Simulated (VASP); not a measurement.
# Ti (P6/mmm) in VASP: a series of runs, part 2 of 2

VASP 6.6.1. The steps go on from the part before.

## 5. Relaxation of cell and atoms, PBE+D4

The input, INCAR:

```
  PREC = Accurate
  ENCUT = 600
  EDIFF = 1E-7
  ISMEAR = -1
  SIGMA = 0.05
  LREAL = F
  LASPH = T
  NELM = 80
  ALGO = Normal
  ISIF = 3
  LWAVE = F
  LCHARG = F
  GGA = PE
  IVDW = 13
  IBRION = 2
  NSW = 60
  EDIFFG = -0.01
```

The input, KPOINTS:

```
Automatic mesh
0
Gamma
  7 7 9
```

The input, POSCAR:

```
Ti
1.0
    4.5673748306      0.0000000000      0.0000000000
   -2.2836874153      3.9554626319      0.0000000000
    0.0000000000      0.0000000000      2.8262442700
Ti
3
Direct
    0.6666666667      0.3333333333      0.5000000000
    0.3333333333      0.6666666667      0.5000000000
    0.0000000000      0.0000000000      0.0000000000
```

Potentials or basis: VASP PAW PBE potentials, release 64 (Ti_sv).

Launch:

```bash
cat potpaw_PBE.64/Ti_sv/POTCAR > POTCAR
mpirun -np 1 vasp_std > vasp.out
```

OUTCAR:

```text
PREC = Accurate
   ENCUT = 600
   EDIFF = 1E-7
   ISMEAR = -1
   LREAL = F
   LASPH = T
   NELM = 80
   ISIF = 3
   GGA = PE
   IVDW = 13
   IBRION = 2
   NSW = 60
   EDIFFG = -0.01

 ion  position               nearest neighbor table
   1  0.667  0.333  0.500-   2 2.64   2 2.64   2 2.64
   2  0.333  0.667  0.500-   1 2.64   1 2.64   1 2.64
   3  0.000  0.000  0.000-

  LATTYP: Found a hexagonal cell.
 ALAT       =     4.5673748306
 C/A-ratio  =     0.6187896494

  Lattice vectors:

 A1 = (   4.5673748306,   0.0000000000,   0.0000000000)
 A2 = (  -2.2836874153,   3.9554626319,   0.0000000000)
 A3 = (   0.0000000000,   0.0000000000,   2.8262442700)

Analysis of symmetry for initial positions (statically):
[... 175 lines left out ...]
  energy without entropy =      -23.51168306  energy(sigma->0) =      -23.52276086

------------------------ aborting loop because EDIFF is reached ----------------------------------------

  DFT-D4 for vdW energy calculation

  Edisp (eV):   -0.61689
[... 73 lines left out ...]
--------------------------------------- Ionic step        3  -------------------------------------------

 number of electron      35.9999996 magnetization

 Free energy of the ion-electron system (eV)
  ---------------------------------------------------
  ext. energy  EPLUGINS =         0.00000000
  ---------------------------------------------------
  free energy    TOTEN  =       -23.52903841 eV

  energy without entropy =      -23.50693139  energy(sigma->0) =      -23.51798490

 E-fermi :   8.5663     XC(G=0): -11.6507

 val. band max:        8.5627122730   @ k =   0.4286   0.1429   0.3333
 cond. band min:       8.6059501287   @ k =   0.2857   0.1429   0.0000
 fundamental gap:      0.0432378557
 Fermi energy:         8.5662984539

 k-point     1 :       0.0000    0.0000    0.0000
  band No.  band energies     occupation
      1     -48.2819      2.00000
      2     -48.0252      2.00000
      3     -47.8525      2.00000
      4     -24.6022      2.00000
      5     -24.6022      2.00000
      6     -24.5063      2.00000
[... 589 lines left out ...]
     21       9.3421      0.00000
     22       9.6002      0.00000

 [... further k-points ...]

------------------------ aborting loop because EDIFF is reached ----------------------------------------

  DFT-D4 for vdW energy calculation

  Edisp (eV):   -0.62433
[... 26 lines left out ...]
  FREE ENERGIE OF THE ION-ELECTRON SYSTEM (eV)
  ---------------------------------------------------
  free  energy   TOTEN  =       -24.1533712317 eV

  energy  without entropy=      -24.1312642152  energy(sigma->0) =      -24.14231772

 reached required accuracy - stopping structural energy minimisation
```

Run time: 74 s. Hardware: 1 thread of Intel Xeon 6975P-C (Granite Rapids), shared host; peak memory 0.2 GiB.

Results:

| Item | Value |
| --- | --- |
| Free energy | -24.1534 eV |
| Relaxed volume | 16.81 Å³/atom |
| Relaxed cell | a = 4.550 Å, b = 4.550 Å, c = 2.814 Å, α = 90.00°, β = 90.00°, γ = 120.00° |
| Space group after relaxing (to 0.1 Å) | P6/mmm (No. 191) |
| Energy gained by relaxing | 0.9 meV/atom |
| Ionic steps | 3 |
| Pressure after relaxing | 0.0 GPa |
| Band gap on the k mesh | zero (bands 18 and 19 overlap by 0.27 eV) |
| Dispersion energy per atom | -0.208 eV |

The path:
```
step  energy change (eV)  largest force (eV/Å)  pressure (GPa)  volume (Å³)
   1              0.0000                0.0000           -1.36        51.06
   2             -0.0012                0.0000            1.03        50.00
   3             -0.0026                0.0000            0.00        50.44
```

Final structure:
```xyz
3
Lattice="4.5496 0.0000 0.0000 -2.2748 3.9401 0.0000 0.0000 0.0000 2.8141" Properties=species:S:1:pos:R:3 pbc="T T T"
Ti    2.2748    1.3134    1.4071
Ti    0.0000    2.6267    1.4071
Ti    2.2748    3.9401    0.0000
```

## 6. Relaxation of cell and atoms, revPBE

The input, INCAR:

```
PREC = Accurate
ENCUT = 600
EDIFF = 1E-7
ISMEAR = -1
SIGMA = 0.05
LREAL = F
LASPH = T
NELM = 100
ALGO = Fast
ISIF = 3
LWAVE = F
LCHARG = F
GGA = RE
IBRION = 2
NSW = 60
EDIFFG = -0.01
```

The input, KPOINTS:

```
regular mesh
0
Gamma
  7 7 9
```

POSCAR is that of step 5.

Potentials or basis: VASP PAW PBE potentials, release 64 (Ti_sv).

Launch:

```bash
cat potpaw_PBE.64/Ti_sv/POTCAR > POTCAR
mpirun -np 1 vasp_std > vasp.out
```

Run time: 6.6 min. Hardware: 1 thread of Intel Xeon 6975P-C (Granite Rapids), shared host; peak memory 0.2 GiB.

The run converged. Its results:

```yaml
Free_energy: -22.5713 eV
Relaxed_volume: 17.46 Å³/atom
Relaxed_cell: a = 4.610 Å, b = 4.610 Å, c = 2.847 Å, α = 90.00°, β = 90.00°, γ = 120.00°
Space_group_after_relaxing_to_0.1_Å: P6/mmm (No. 191)
Energy_gained_by_relaxing: 4.1 meV/atom
Ionic_steps: 5
Pressure_after_relaxing: 0.1 GPa
Band_gap_on_the_k_mesh: zero (bands 18 and 19 overlap by 0.24 eV)
```

Step by step:
```csv
step,energy change (eV),largest force (eV/Å),pressure (GPa),volume (Å³)
1,0.0000,0.0000,2.86,51.06
2,-0.0068,0.0000,-1.80,53.33
3,-0.0121,0.0000,-0.09,52.42
4,-0.0121,0.0000,0.02,52.38
5,-0.0122,0.0000,0.05,52.38
```

Final structure:
```xyz
3
Lattice="4.6096 0.0000 0.0000 -2.3048 3.9920 0.0000 0.0000 0.0000 2.8466" Properties=species:S:1:pos:R:3 pbc="T T T"
Ti    2.3048    1.3307    1.4233
Ti    0.0000    2.6613    1.4233
Ti    2.3048    3.9920    2.8466
```

Levels at points of the mesh, in eV from the Fermi level:
```tsv
k point	band 14	band 15	band 16	band 17	band 18	band 19	band 20	band 21	band 22
(0.00, 0.00, 0.00)	-1.88	-0.70	-0.70	-0.62	-0.62	-0.03	0.68	1.28	1.28
```

Caveat: the PAW data sets were made with another functional, which shifts forces and pressure a little.

## 7. Summary

```csv
level,gap on the mesh (eV),pressure (GPa),relaxed volume (Å³/atom)
PBEsol+D3(BJ),none,-0.1,15.60
PBEsol+D4,none,0.0,16.26
PBE+D3(BJ),none,0.0,16.21
PBE+D4,none,0.0,16.81
revPBE,none,0.1,17.46
```

Alike in all rows: task relaxation of cell and atoms; potentials or basis VASP PAW PBE potentials, release 64 (Ti_sv); no spin polarisation; cell relaxed; k mesh 7 × 7 × 9; cutoff (eV) 600; smearing fermi-dirac 0.05 eV.

Caveats: the PAW data sets were made with another functional, which shifts forces and pressure a little (at least some runs).

Absolute energies hang on the potentials; compare differences alone.
